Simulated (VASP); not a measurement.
# HfN in VASP: a series of runs, part 2 of 2

VASP 6.6.1. The steps go on from the part before.

### 4 Single point, LDA

This run uses another cell than the first one, of 10.71 Å³/atom, 0.960 times its volume.

INCAR reads:

```
SYSTEM = HfN
  PREC = Accurate
  ENCUT = 520
  EDIFF = 1E-6
  ISMEAR = 0
  SIGMA = 0.15
  LREAL = .FALSE.
  LASPH = .TRUE.
  NELM = 80
  ALGO = Normal
  ISIF = 2
  LWAVE = .FALSE.
  LCHARG = .FALSE.
  GGA = CA
  NBANDS = 14
```

KPOINTS reads:

```
Automatic mesh
0
G
  18 18 18
  0 0 0
```

POSCAR reads:

```
HfN
1.0
    0.0000000000      2.1892961657      2.2339756793
    2.1892961657      0.0000000000      2.2339756793
    2.1892961657      2.1892961657      0.0000000000
Hf N
1 1
Direct
    0.0000000000      0.0000000000      0.0000000000
    0.5000000000      0.5000000000      0.5000000000
```

Potentials or basis: VASP PAW LDA potentials, release 64 (Hf_pv, N).

Launch:

```
cat potpaw_LDA.64/Hf_pv/POTCAR potpaw_LDA.64/N/POTCAR > POTCAR
mpirun -np 1 vasp_std > vasp.out
```

OUTCAR:

```text
SYSTEM = HfN
   PREC = Accurate
   ENCUT = 520
   EDIFF = 1E-6
   ISMEAR = 0
   LREAL = .FALSE.
   LASPH = .TRUE.
   NELM = 80
   ISIF = 2
   GGA = CA

 ion  position               nearest neighbor table
   1  0.000  0.000  0.000-   2 2.19   2 2.19   2 2.19   2 2.19   2 2.23   2 2.23
   2  0.500  0.500  0.500-   1 2.19   1 2.19   1 2.19   1 2.19   1 2.23   1 2.23

  LATTYP: Found a body centered tetragonal cell.
 ALAT       =     3.0961323296
 C/A-ratio  =     1.4430750637

  Lattice vectors:

 A1 = (  -2.1892961657,   0.0000000000,   2.2339756793)
[... 595 lines left out ...]

  FORCE on cell =-STRESS in cart. coord.  units (eV):
  Direction    XX          YY          ZZ          XY          YZ          ZX
  --------------------------------------------------------------------------------------
  -------------------------------------------------------------------------------------
  Total        2.2497425      2.2497425      0.5112597      0.0000000     -0.0000000      0.0000000
  in kB      168.3162024    168.3162024     38.2502875      0.0000000     -0.0000000      0.0000000
  external PRESSURE =     124.9608974 kB  Pullay stress =       0.0000000 kB

 VOLUME and BASIS-vectors are now :
 -----------------------------------------------------------------------------
  energy-cutoff  :      520.00
  volume of cell :       21.41
      direct lattice vectors                 reciprocal lattice vectors
     0.000000000  2.189296166  2.233975679    -0.228383902  0.228383902  0.223816224
     2.189296166  0.000000000  2.233975679     0.228383902 -0.228383902  0.223816224
     2.189296166  2.189296166  0.000000000     0.228383902  0.228383902 -0.223816224

 POSITION                                       TOTAL-FORCE (eV/Angst)
 -----------------------------------------------------------------------------------
      0.00000      0.00000      0.00000        -0.000000      0.000000      0.000000
      2.18930      2.18930      2.23398         0.000000     -0.000000     -0.000000
 -----------------------------------------------------------------------------------
    total drift:                                0.000000     -0.000000     -0.000000

  FREE ENERGIE OF THE ION-ELECTRON SYSTEM (eV)
  ---------------------------------------------------
  free  energy   TOTEN  =       -23.8307440996 eV

  energy  without entropy=      -23.8242581115  energy(sigma->0) =      -23.82750111
```

Run time: 33 s. Hardware: 1 thread of Intel Xeon 6975P-C (Granite Rapids), shared host; peak memory 0.25 GiB.

What came out:

```
Free energy : -23.8307 eV
Pressure    : 12.5 GPa
```

Levels at points of the mesh, in eV from the Fermi level:
```csv
k point,band 4,band 5,band 6,band 7,band 8,band 9,band 10,band 11,band 12,band 13
"(0.00, 0.00, 0.00)",-17.66,-3.11,-2.98,-2.98,-0.59,-0.35,-0.35,1.76,2.26,2.92
"(0.50, 0.00, 0.00)",-14.38,-9.26,-6.54,-6.52,3.63,3.99,4.15,4.96,9.45,10.01
"(0.50, 0.50, 0.00)",-16.55,-5.39,-4.12,-3.55,-3.55,4.46,6.09,6.09,6.61,8.83
"(0.50, 0.00, 0.50)",-16.54,-5.15,-4.18,-3.72,-3.58,4.42,5.93,6.26,6.65,9.05
```

Caveat: spin-orbit coupling is left out, which moves the levels of the heavy elements.

### 5 Single point, LDA

INCAR reads:

```
SYSTEM = HfN
ALGO = Normal ; EDIFF = 1E-7
ENCUT = 520 ; GGA = CA
ISIF = 2 ; ISMEAR = 0
LASPH = .TRUE. ; LCHARG = .FALSE.
LREAL = .FALSE. ; LWAVE = .FALSE.
NBANDS = 14 ; NELM = 80
PREC = Accurate ; SIGMA = 0.15
```

KPOINTS reads:

```
k-points
0
G
  18 18 18
  0 0 0
```

POSCAR reads:

```
HfN
1.0
    0.0000000000      2.2339756793      2.2339756793
    2.2339756793      0.0000000000      2.2339756793
    2.2339756793      2.2339756793      0.0000000000
Hf N
1 1
Direct
   -0.0007903877      0.0007903877      0.0007903877
    0.5100717301      0.4899282699      0.4899282699
```

Potentials or basis: VASP PAW LDA potentials, release 64 (Hf_pv, N).

Launch:

```
cat potpaw_LDA.64/Hf_pv/POTCAR potpaw_LDA.64/N/POTCAR > POTCAR
mpirun -np 1 vasp_std > vasp.out
```

OUTCAR:

```text
SYSTEM = HfN
   EDIFF = 1E-7
   ENCUT = 520
   GGA = CA
   ISIF = 2
   ISMEAR = 0
   LASPH = .TRUE.
   LREAL = .FALSE.
   NELM = 80
   PREC = Accurate

 ion  position               nearest neighbor table
   1  0.999  0.001  0.001-   2 2.19   2 2.23   2 2.23   2 2.23   2 2.23   2 2.28
   2  0.510  0.490  0.490-   1 2.19   1 2.23   1 2.23   1 2.23   1 2.23   1 2.28

  LATTYP: Found a face centered cubic cell.
 ALAT       =     4.4679513586

  Lattice vectors:

 A1 = (   0.0000000000,   2.2339756793,   2.2339756793)
 A2 = (   2.2339756793,   0.0000000000,   2.2339756793)
 A3 = (   2.2339756793,   2.2339756793,   0.0000000000)

Analysis of symmetry for initial positions (statically):
=====================================================================
 Subroutine PRICEL returns:
 Original cell was already a primitive cell.

 Routine SETGRP: Setting up the symmetry group for a
 face centered cubic supercell.

 Subroutine GETGRP returns: Found  8 space group operations
 (whereof  8 operations were pure point group operations)
 out of a pool of 48 trial point group operations.

The static configuration has the point symmetry C_4v.

Analysis of symmetry for dynamics (positions and initial velocities):
=====================================================================
 Subroutine PRICEL returns:
 Original cell was already a primitive cell.

 Routine SETGRP: Setting up the symmetry group for a
 face centered cubic supercell.

 Subroutine GETGRP returns: Found  8 space group operations
 (whereof  8 operations were pure point group operations)
 out of a pool of 48 trial point group operations.

The dynamic configuration has the point symmetry C_4v.

 Subroutine INISYM returns: Found  8 space group operations
 (whereof  8 operations are pure point group operations),
 and found     1 'primitive' translations

----------------------------------------------------------------------------------------

                                     Primitive cell

  volume of cell :      22.2980

  direct lattice vectors                    reciprocal lattice vectors
     0.000000000  2.233975679  2.233975679    -0.223816224  0.223816224  0.223816224
     2.233975679  0.000000000  2.233975679     0.223816224 -0.223816224  0.223816224
     2.233975679  2.233975679  0.000000000     0.223816224  0.223816224 -0.223816224

  length of vectors
     3.159318704  3.159318704  3.159318704     0.387661071  0.387661071  0.387661071

  position of ions in fractional coordinates (direct lattice)
     0.999209612  0.000790388  0.000790388
     0.510071730  0.489928270  0.489928270

  ion indices of the primitive-cell ions
   primitive index   ion index
                 1           1
                 2           2

----------------------------------------------------------------------------------------

 KPOINTS: k-points

Automatic generation of k-mesh.
 Grid dimensions read from file:
 generate k-points for:   18   18   18

 Generating k-lattice:

  Cartesian coordinates                     Fractional coordinates (reciprocal lattice)
[... 39 lines left out ...]
  0.388889  0.055556  0.000000     16.000000
  0.000000  0.388889  0.055556      8.000000
 [... further k-points ...]
   k-points           NKPTS =    480   k-points in BZ     NKDIM =    480   number of bands    NBANDS=     14
   number of dos      NEDOS =    301   number of ions     NIONS =      2
   total plane-waves  NPLWV =  13824
   dimension x,y,z NGX =    24 NGY =   24 NGZ =   24
   dimension x,y,z NGXF=    48 NGYF=   48 NGZF=   48
   ions per type =               1   1
   NGX,Y,Z   is equivalent  to a cutoff of  12.63, 12.63, 12.63 a.u.
   NGXF,Y,Z  is equivalent  to a cutoff of  25.26, 25.26, 25.26 a.u.
 SYSTEM =  HfN
   PREC   = accura    normal or accurate (medium, high low for compatibility)
   ISTART =      0    job   : 0-new  1-cont  2-samecut
   ICHARG =      2    charge: 1-file 2-atom 10-const
   ISPIN  =      1    spin polarized calculation?
   LNONCOLLINEAR =      F non collinear calculations
   LSORBIT =      F    spin-orbit coupling
   LASPH  =      T    aspherical Exc in radial PAW
   ENCUT  =  520.0 eV  38.22 Ry    6.18 a.u.   5.87  5.87  5.87*2*pi/ulx,y,z
   NELM   =     80;   NELMIN=  2; NELMDL= -5     # of ELM steps
   EDIFF  = 0.1E-06   stopping-criterion for ELM
   LREAL  =      F    real-space projection
   EDIFFG = 0.1E-05   stopping-criterion for IOM
   NSW    =      0    number of steps for IOM
   IBRION =     -1    ionic relax: 0-MD 1-quasi-New 2-CG
   NFREE  =      0    steps in history (QN), initial steepest desc. (CG)
   ISIF   =      2    stress and relaxation
   ISYM   =      2    0-nonsym 1-usesym 2-fastsym
   POTIM  = 0.5000    time-step for ionic-motion
   TEBEG  =    0.0;   TEEND  =   0.0 temperature during run
   PSTRESS=    0.0 pullay stress
   NELECT =      15.0000    total number of electrons
   NUPDOWN=      -1.0000    fix difference up-down
   EMIN   =  10.00;   EMAX   =-10.00  energy-range for DOS
   EFERMI =   0.00;   METHOD = LEGACY
   ISMEAR =     0;   SIGMA  =   0.15  broadening in eV -4-tet -1-fermi 0-gaus
   EFERMI_NEDOS =   21; number of points for ismear=-14 and -15
   IALGO  =     38    algorithm
   IMIX   =      4    mixing-type and parameters
     AMIX     =   0.40;   BMIX     =  1.00
     AMIX_MAG =   1.60;   BMIX_MAG =  1.00
  volume/ion in A,a.u.               =      11.15        75.24
  Fermi-wavevector in a.u.,A,eV,Ry     =   1.434444  2.710705 27.995735  2.057628
  Thomas-Fermi vector in A             =   2.553851
   LORBIT       =      0    0 simple, 1 ext, 2 COOP (PROOUT), +10 PAW based schemes
   GGA     = CA    functional components
   LHFCALC =     F    Hartree Fock is set to
   AEXX    =    0.0000 exact exchange contribution
   IVDW    =     0    specifies the selected vdW correction
   LEPSILON=     F    determine dielectric tensor
   LRPA    =     F    only Hartree local field effects (RPA)
 non-spin polarized calculation
 Gauss-broadening in eV      SIGMA  =   0.15
  energy-cutoff  :      520.00
  volume of cell :       22.30
 maximum number of plane-waves:       620
   NGX = 11   NGY = 11   NGZ = 11

 number of electron      14.9999999 magnetization

 Free energy of the ion-electron system (eV)
  ---------------------------------------------------
  ext. energy  EPLUGINS =         0.00000000
  ---------------------------------------------------
  free energy    TOTEN  =       -23.85711532 eV

  energy without entropy =      -23.85015484  energy(sigma->0) =      -23.85363508

 E-fermi :   8.4881     XC(G=0): -13.1519

 val. band max:        8.4858029482   @ k =   0.0000  -0.1111   0.0556
 cond. band min:       8.5193205031   @ k =  -0.1111   0.1111   0.0000
 fundamental gap:      0.0335175549
 Fermi energy:         8.4881448882

 k-point     1 :       0.0000    0.0000    0.0000
  band No.  band energies     occupation
      1     -22.3055      2.00000
      2     -22.3012      2.00000
      3     -22.3012      2.00000
      4      -8.9284      2.00000
      5       5.4687      2.00000
      6       5.4687      2.00000
      7       5.4755      2.00000
      8       8.0930      1.99981
      9       8.1405      1.99895
     10       8.1405      1.99895
     11      10.4934      0.00000
     12      10.5476      0.00000
     13      10.8128      0.00000
     14      18.2236      0.00000
[... 377 lines left out ...]
      1     -23.2438      2.00000
      2     -22.4043      2.00000
      3     -22.3941      2.00000
      4      -6.5245      2.00000
      5       0.3213      2.00000
      6       2.4667      2.00000
      7       2.6581      2.00000
      8       9.9613      0.00000
      9      11.4878      0.00000
     10      11.7777      0.00000
     11      14.2344      0.00000
     12      15.8449      0.00000
     13      16.8698      0.00000
     14      19.9829      0.00000

 [... further k-points ...]

------------------------ aborting loop because EDIFF is reached ----------------------------------------

  FORCE on cell =-STRESS in cart. coord.  units (eV):
  Direction    XX          YY          ZZ          XY          YZ          ZX
  --------------------------------------------------------------------------------------
  -------------------------------------------------------------------------------------
  Total       -0.0241825     -0.1612106     -0.1612106      0.0000000      0.0000000      0.0000000
  in kB       -1.7375837    -11.5834731    -11.5834731      0.0000000      0.0000000      0.0000000
  external PRESSURE =      -8.3015100 kB  Pullay stress =       0.0000000 kB

 VOLUME and BASIS-vectors are now :
 -----------------------------------------------------------------------------
  energy-cutoff  :      520.00
  volume of cell :       22.30
      direct lattice vectors                 reciprocal lattice vectors
     0.000000000  2.233975679  2.233975679    -0.223816224  0.223816224  0.223816224
     2.233975679  0.000000000  2.233975679     0.223816224 -0.223816224  0.223816224
     2.233975679  2.233975679  0.000000000     0.223816224  0.223816224 -0.223816224

 POSITION                                       TOTAL-FORCE (eV/Angst)
 -----------------------------------------------------------------------------------
      0.00353      2.23398      2.23398        -0.622622      0.000000      0.000000
      2.18898      2.23398      2.23398         0.622622      0.000000      0.000000
 -----------------------------------------------------------------------------------
    total drift:                                0.000047     -0.000000     -0.000000

  FREE ENERGIE OF THE ION-ELECTRON SYSTEM (eV)
  ---------------------------------------------------
  free  energy   TOTEN  =       -23.8571153181 eV

  energy  without entropy=      -23.8501548389  energy(sigma->0) =      -23.85363508
```

OSZICAR:

```text
N       E                     dE             d eps       ncg     rms          rms(c)
DAV:   1     0.354189609564E+02    0.35419E+02   -0.78501E+03 13488   0.101E+03
DAV:   2    -0.250487598557E+02   -0.60468E+02   -0.56560E+02 17328   0.228E+02
DAV:   3    -0.268406465718E+02   -0.17919E+01   -0.17822E+01 15674   0.314E+01
DAV:   4    -0.268465668888E+02   -0.59203E-02   -0.59189E-02 16246   0.217E+00
DAV:   5    -0.268466019107E+02   -0.35022E-04   -0.35021E-04 15576   0.141E-01    0.538E+01
DAV:   6    -0.240035835826E+02    0.28430E+01   -0.83471E+00 14334   0.222E+01    0.457E+01
DAV:   7    -0.238926526643E+02    0.11093E+00   -0.43923E-01 17304   0.515E+00    0.277E+01
DAV:   8    -0.238618200470E+02    0.30833E-01   -0.11200E-01 17364   0.271E+00    0.500E+00
DAV:   9    -0.238573120268E+02    0.45080E-02   -0.13585E-02 15468   0.903E-01    0.190E+00
DAV:  10    -0.238571413184E+02    0.17071E-03   -0.97155E-04 17612   0.279E-01    0.349E-01
DAV:  11    -0.238571158973E+02    0.25421E-04   -0.68697E-05 14924   0.784E-02    0.486E-02
DAV:  12    -0.238571153254E+02    0.57186E-06   -0.62350E-06 17840   0.212E-02    0.193E-02
DAV:  13    -0.238571153181E+02    0.73564E-08   -0.92228E-08 10274   0.290E-03
   1 F= -.23857115E+02 E0= -.23853635E+02  d E =-.696048E-02
```

Run time: 40 s. Hardware: 1 thread of Intel Xeon 6975P-C (Granite Rapids), shared host; peak memory 0.26 GiB.

What came out:

```yaml
Free_energy: -23.8571 eV
Pressure: -0.8 GPa
Largest_force: 0.623 eV/Å
```

Forces on the atoms (eV/Å):
```
Hf  -0.623  0.000  0.000
N    0.623  0.000  0.000
```

Stress tensor (GPa, compression positive):
```
-0.17  0.00  0.00
 0.00 -1.16  0.00
 0.00  0.00 -1.16
```

Caveat: spin-orbit coupling is left out, which moves the levels of the heavy elements.

### 6 Single point, LDA

This run uses another cell than the first one, of 11.60 Å³/atom, 1.040 times its volume.

INCAR reads:

```
  ALGO = Normal
  EDIFF = 1E-6
  ENCUT = 520
  ISIF = 2
  ISMEAR = 0
  LASPH = T
  LCHARG = F
  LREAL = F
  LWAVE = F
  NBANDS = 14
  NELM = 100
  PREC = Accurate
  SIGMA = 0.15
```

KPOINTS reads:

```
k-points
0
Gamma
  18 18 18
```

POSCAR reads:

```
HfN
1.0
    0.0000000000      2.2786551929      2.2339756793
    2.2786551929      0.0000000000      2.2339756793
    2.2786551929      2.2786551929      0.0000000000
Hf N
1 1
Direct
    0.0000000000      0.0000000000      0.0000000000
    0.5000000000      0.5000000000      0.5000000000
```

Potentials or basis: VASP PAW LDA potentials, release 64 (Hf_pv, N).

Launch:

```
cat potpaw_LDA.64/Hf_pv/POTCAR potpaw_LDA.64/N/POTCAR > POTCAR
mpirun -np 1 vasp_std > vasp.out
```

Wall time 38 s (1 thread of Intel Xeon 6975P-C (Granite Rapids), shared host); peak memory 0.26 GiB.

Results (log left out):

```yaml
Free_energy: -23.8255 eV
Pressure: -11.9 GPa
```

Stress tensor (GPa, compression positive):
```
-14.99   0.00   0.00
  0.00 -14.99   0.00
  0.00   0.00  -5.85
```

Levels at points of the mesh, in eV from the Fermi level:
| k point | band 6 | band 7 | band 8 | band 9 | band 10 | band 11 |
| --- | --- | --- | --- | --- | --- | --- |
| (0.00, 0.00, 0.00) | -2.96 | -2.86 | -0.45 | -0.45 | -0.23 | 1.62 |
| (0.50, 0.00, 0.00) | -6.12 | -6.11 | 3.25 | 3.59 | 3.72 | 4.53 |
| (0.50, 0.50, 0.00) | -3.82 | -3.65 | -3.65 | 4.02 | 5.45 | 5.45 |
| (0.50, 0.00, 0.50) | -3.76 | -3.61 | -3.51 | 3.97 | 5.31 | 5.58 |

Caveat: spin-orbit coupling is left out, which moves the levels of the heavy elements.

### 7 The runs side by side

| cell | gap on the mesh (eV) | pressure (GPa) |
| --- | --- | --- |
| a = 3.159 Å, angles 60.0°, 2 atoms | none | -0.8 |
| a = 3.097, b = 3.097, c = 3.033 Å, angles 60.7, 60.7, 58.6°, 2 atoms | none | 29.8 |
| a = 3.128, b = 3.128, c = 3.096 Å, angles 60.3, 60.3, 59.3°, 2 atoms | none | 12.5 |
| a = 3.191, b = 3.191, c = 3.223 Å, angles 59.7, 59.7, 60.7°, 2 atoms | none | -11.9 |

Some of these runs hold the atoms at other places in the same cell, which the table doesn't show; runs alike in all that it shows share one row.

Alike in all rows: task single point; level LDA; potentials or basis VASP PAW LDA potentials, release 64 (Hf_pv, N); no spin polarisation; k mesh 18 × 18 × 18; cutoff (eV) 520; smearing gaussian 0.15 eV.

Caveats: spin-orbit coupling is left out, which moves the levels of the heavy elements.

Absolute energies hang on the potentials; compare differences alone.
